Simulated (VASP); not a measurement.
# TiRh (P4/mmm) in VASP: notebook, part 2 of 2

VASP 6.6.1. Earlier steps stand in the parts before.

## (3) Single point, LDA

This run uses another cell than the first one, of 15.42 Å³/atom, 1.041 times its volume.

Contents of INCAR:

```
SYSTEM = TiRh
ALGO     = Normal         ! electronic algorithm
EDIFF    = 1E-6           ! SCF threshold, eV
ENCUT    = 520            ! plane-wave cutoff, eV
GGA      = CA             ! functional
ISIF     = 2              ! what is computed and relaxed
ISMEAR   = -1             ! smearing method
LASPH    = .TRUE.         ! aspherical terms in the spheres
LCHARG   = .FALSE.        ! write CHGCAR
LREAL    = .FALSE.        ! projectors in reciprocal space
LWAVE    = .FALSE.        ! write WAVECAR
NBANDS   = 20             ! bands
NELM     = 100            ! most SCF steps
PREC     = Accurate       ! precision mode
SIGMA    = 0.1            ! smearing width, eV
```

Contents of KPOINTS:

```
k-points
0
G
  11 11 11
  0 0 0
```

Contents of POSCAR:

```
TiRh
1.0
    3.1463520000      0.0000000000      0.0000000000
    0.0000000000      3.1463520000      0.0000000000
    0.0000000000      0.0000000000      3.1152000000
Ti Rh
1 1
Direct
    0.5000000000      0.5000000000      0.5000000000
    0.0000000000      0.0000000000      0.0000000000
```

Potentials or basis: VASP PAW LDA potentials, release 64 (Ti_sv, Rh_pv).

Started as:

```bash
cat potpaw_LDA.64/Ti_sv/POTCAR potpaw_LDA.64/Rh_pv/POTCAR > POTCAR
mpirun -np 1 vasp_std > vasp.out
```

OUTCAR:

```text
SYSTEM = TiRh
   EDIFF = 1E-6
   ENCUT = 520
   GGA = CA
   ISIF = 2
   ISMEAR = -1
   LASPH = .TRUE.
   LREAL = .FALSE.
   NELM = 100
   PREC = Accurate

 ion  position               nearest neighbor table
   1  0.500  0.500  0.500-   2 2.72   2 2.72   2 2.72   2 2.72   2 2.72   2 2.72   2 2.72   2 2.72

   2  0.000  0.000  0.000-   1 2.72   1 2.72   1 2.72   1 2.72   1 2.72   1 2.72   1 2.72   1 2.72

  LATTYP: Found a simple tetragonal cell.
 ALAT       =     3.1463520000
 C/A-ratio  =     0.9900990099

  Lattice vectors:

[... 190 lines left out ...]
      4     -36.3574      2.00000
      5     -23.2926      2.00000
      6     -23.2926      2.00000
[... 541 lines left out ...]
     19      16.6631      0.00000
     20      19.4826      0.00000

 [... further k-points ...]
[... 5 lines left out ...]
  --------------------------------------------------------------------------------------
  -------------------------------------------------------------------------------------
  Total       -2.9638575     -2.9638575     -3.1056217      0.0000000      0.0000000      0.0000000
  in kB     -153.9810751   -153.9810751   -161.3461423      0.0000000      0.0000000      0.0000000
  external PRESSURE =    -156.4360975 kB  Pullay stress =       0.0000000 kB

 VOLUME and BASIS-vectors are now :
 -----------------------------------------------------------------------------
  energy-cutoff  :      520.00
  volume of cell :       30.84
      direct lattice vectors                 reciprocal lattice vectors
     3.146352000  0.000000000  0.000000000     0.317828393  0.000000000  0.000000000
     0.000000000  3.146352000  0.000000000     0.000000000  0.317828393  0.000000000
     0.000000000  0.000000000  3.115200000     0.000000000  0.000000000  0.321006677

 POSITION                                       TOTAL-FORCE (eV/Angst)
 -----------------------------------------------------------------------------------
      1.57318      1.57318      1.55760         0.000000      0.000000      0.000000
      0.00000      0.00000      0.00000         0.000000      0.000000      0.000000
 -----------------------------------------------------------------------------------
    total drift:                                0.000000      0.000000     -0.000000

  FREE ENERGIE OF THE ION-ELECTRON SYSTEM (eV)
  ---------------------------------------------------
  free  energy   TOTEN  =       -18.6067454719 eV

  energy  without entropy=      -18.5090300107  energy(sigma->0) =      -18.55788774
```

It took 78 s on 1 thread of Intel Xeon 8259CL, shared host; peak memory 0.19 GiB.

What came out:

```
Free energy : -18.6067 eV
Pressure    : -15.6 GPa
```

Stress tensor (GPa, compression positive):
```
-15.40   0.00   0.00
  0.00 -15.40   0.00
  0.00   0.00 -16.13
```

## (4) Single point, LDA

This run uses another cell than the first one, of 15.73 Å³/atom, 1.062 times its volume.

Contents of INCAR:

```
SYSTEM = TiRh
  ALGO = Normal
  EDIFF = 1E-6
  ENCUT = 520
  ISIF = 2
  ISMEAR = -1
  LASPH = .True.
  LCHARG = .False.
  LREAL = .False.
  LWAVE = .False.
  NBANDS = 20
  NELM = 60
  PREC = Accurate
  SIGMA = 0.1
```

Contents of KPOINTS:

```
k-points
0
Gamma
  11 11 11
  0 0 0
```

Contents of POSCAR:

```
TiRh
1.0
    3.1775040000      0.0000000000      0.0000000000
    0.0000000000      3.1775040000      0.0000000000
    0.0000000000      0.0000000000      3.1152000000
Ti Rh
1 1
Direct
    0.5000000000      0.5000000000      0.5000000000
    0.0000000000      0.0000000000      0.0000000000
```

Started as:

```bash
cat potpaw_LDA.64/Ti_sv/POTCAR potpaw_LDA.64/Rh_pv/POTCAR > POTCAR
mpirun -np 1 vasp_std > vasp.out
```

Wall time 75 s (1 thread of Intel Xeon 8259CL, shared host); peak memory 0.19 GiB.

The run converged. Its results:

- Free energy: -18.5430 eV
- Pressure: -18.4 GPa

Stress tensor (GPa, compression positive):
```
-18.01   0.00   0.00
  0.00 -18.01   0.00
  0.00   0.00 -19.22
```

Levels at points of the mesh, in eV from the Fermi level:
```
           k point  band 10  band 11  band 12  band 13  band 14  band 15  band 16  band 17
(0.00, 0.00, 0.00)    -4.83    -2.28    -2.15    -2.15     0.66     0.82     2.30     2.30
```

## (5) Single point, LDA

This run uses another cell than the first one, of 16.04 Å³/atom, 1.082 times its volume.

Contents of INCAR:

```
SYSTEM = TiRh
PREC = Accurate ; ENCUT = 520
EDIFF = 1E-7 ; ISMEAR = -1
SIGMA = 0.1 ; LREAL = .FALSE.
LASPH = .TRUE. ; NELM = 60
ALGO = Normal ; ISIF = 2
LWAVE = .FALSE. ; LCHARG = .TRUE.
LELF = .TRUE. ; LVHAR = .TRUE.
NBANDS = 20
```

Contents of KPOINTS:

```
regular mesh
0
G
  11 11 11
  0 0 0
```

Contents of POSCAR:

```
TiRh
1.0
    3.2086560000      0.0000000000      0.0000000000
    0.0000000000      3.2086560000      0.0000000000
    0.0000000000      0.0000000000      3.1152000000
Ti Rh
1 1
Direct
    0.5000000000      0.5000000000      0.5000000000
    0.0000000000      0.0000000000      0.0000000000
```

Potentials or basis: VASP PAW LDA potentials, release 64 (Ti_sv, Rh_pv).

Started as:

```bash
cat potpaw_LDA.64/Ti_sv/POTCAR potpaw_LDA.64/Rh_pv/POTCAR > POTCAR
mpirun -np 1 vasp_std > vasp.out
```

OUTCAR:

```text
SYSTEM = TiRh
   PREC = Accurate
   ENCUT = 520
   EDIFF = 1E-7
   ISMEAR = -1
   LREAL = .FALSE.
   LASPH = .TRUE.
   NELM = 60
   ISIF = 2

 ion  position               nearest neighbor table
   1  0.500  0.500  0.500-   2 2.75   2 2.75   2 2.75   2 2.75   2 2.75   2 2.75   2 2.75   2 2.75

   2  0.000  0.000  0.000-   1 2.75   1 2.75   1 2.75   1 2.75   1 2.75   1 2.75   1 2.75   1 2.75

  LATTYP: Found a simple tetragonal cell.
 ALAT       =     3.2086560000
 C/A-ratio  =     0.9708737864

  Lattice vectors:

 A1 = (   3.2086560000,   0.0000000000,   0.0000000000)
 A2 = (   0.0000000000,   3.2086560000,   0.0000000000)
[... 189 lines left out ...]
      5     -23.9210      2.00000
      6     -23.9210      2.00000
[... 541 lines left out ...]
     19      15.7347      0.00000
     20      18.9161      0.00000

 [... further k-points ...]
[... 5 lines left out ...]
  --------------------------------------------------------------------------------------
  -------------------------------------------------------------------------------------
  Total       -4.0915989     -4.0915989     -4.3717609      0.0000000      0.0000000      0.0000000
  in kB     -204.3955262   -204.3955262   -218.3909951      0.0000000      0.0000000      0.0000000
  external PRESSURE =    -209.0606825 kB  Pullay stress =       0.0000000 kB

 VOLUME and BASIS-vectors are now :
 -----------------------------------------------------------------------------
  energy-cutoff  :      520.00
  volume of cell :       32.07
      direct lattice vectors                 reciprocal lattice vectors
     3.208656000  0.000000000  0.000000000     0.311656968  0.000000000  0.000000000
     0.000000000  3.208656000  0.000000000     0.000000000  0.311656968  0.000000000
     0.000000000  0.000000000  3.115200000     0.000000000  0.000000000  0.321006677

 POSITION                                       TOTAL-FORCE (eV/Angst)
 -----------------------------------------------------------------------------------
      1.60433      1.60433      1.55760         0.000000      0.000000      0.000000
      0.00000      0.00000      0.00000         0.000000      0.000000      0.000000
 -----------------------------------------------------------------------------------
    total drift:                                0.000000      0.000000     -0.000000

  FREE ENERGIE OF THE ION-ELECTRON SYSTEM (eV)
  ---------------------------------------------------
  free  energy   TOTEN  =       -18.4688873036 eV

  energy  without entropy=      -18.3710221415  energy(sigma->0) =      -18.41995472
```

OSZICAR:

```text
N       E                     dE             d eps       ncg     rms          rms(c)
DAV:   1     0.300645566576E+03    0.30065E+03   -0.15017E+04  5040   0.157E+03
DAV:   2    -0.174612857972E+01   -0.30239E+03   -0.29400E+03  5316   0.471E+02
DAV:   3    -0.203756121446E+02   -0.18629E+02   -0.18327E+02  8244   0.109E+02
DAV:   4    -0.210841863361E+02   -0.70857E+00   -0.70532E+00  6144   0.162E+01
DAV:   5    -0.211077056951E+02   -0.23519E-01   -0.23517E-01  6540   0.247E+00    0.112E+01
DAV:   6    -0.209241773464E+02    0.18353E+00   -0.23992E+01  5288   0.343E+01    0.166E+01
DAV:   7    -0.188587703229E+02    0.20654E+01   -0.23949E+01  5996   0.300E+01    0.451E+00
DAV:   8    -0.184727888913E+02    0.38598E+00   -0.11232E+00  5940   0.808E+00    0.109E+00
DAV:   9    -0.184764569532E+02   -0.36681E-02   -0.13392E-01  6828   0.214E+00    0.100E+00
DAV:  10    -0.184688574256E+02    0.75995E-02   -0.51421E-02  5652   0.189E+00    0.131E-01
DAV:  11    -0.184691912287E+02   -0.33380E-03   -0.23144E-03  6084   0.406E-01    0.158E-01
DAV:  12    -0.184688882993E+02    0.30293E-03   -0.12569E-03  5884   0.213E-01    0.200E-02
DAV:  13    -0.184688884061E+02   -0.10675E-06   -0.14359E-05  5652   0.331E-02    0.147E-02
DAV:  14    -0.184688878170E+02    0.58910E-06   -0.10379E-06  6124   0.878E-03    0.742E-03
DAV:  15    -0.184688873558E+02    0.46114E-06   -0.98769E-07  5612   0.598E-03    0.196E-03
DAV:  16    -0.184688873036E+02    0.52288E-07   -0.12001E-07  3004   0.226E-03
   1 F= -.18468887E+02 E0= -.18419955E+02  d E =-.978652E-01
```

Wall time 88 s (1 thread of Intel Xeon 8259CL, shared host); peak memory 0.19 GiB.

Results:

* Free energy: -18.4689 eV
* Pressure: -20.9 GPa

## (6) Summary

| cell | gap on the mesh (eV) | pressure (GPa) |
| --- | --- | --- |
| a = 3.084, b = 3.084, c = 3.115 Å, 2 atoms | none | -9.2 |
| a = 3.146, b = 3.146, c = 3.115 Å, 2 atoms | none | -15.6 |
| a = 3.178, b = 3.178, c = 3.115 Å, 2 atoms | none | -18.4 |
| a = 3.209, b = 3.209, c = 3.115 Å, 2 atoms | none | -20.9 |

Alike in all rows: task single point; level LDA; potentials or basis VASP PAW LDA potentials, release 64 (Ti_sv, Rh_pv); no spin polarisation; k mesh 11 × 11 × 11; cutoff (eV) 520; smearing fermi-dirac 0.1 eV.

Absolute energies hang on the potentials; compare differences alone.
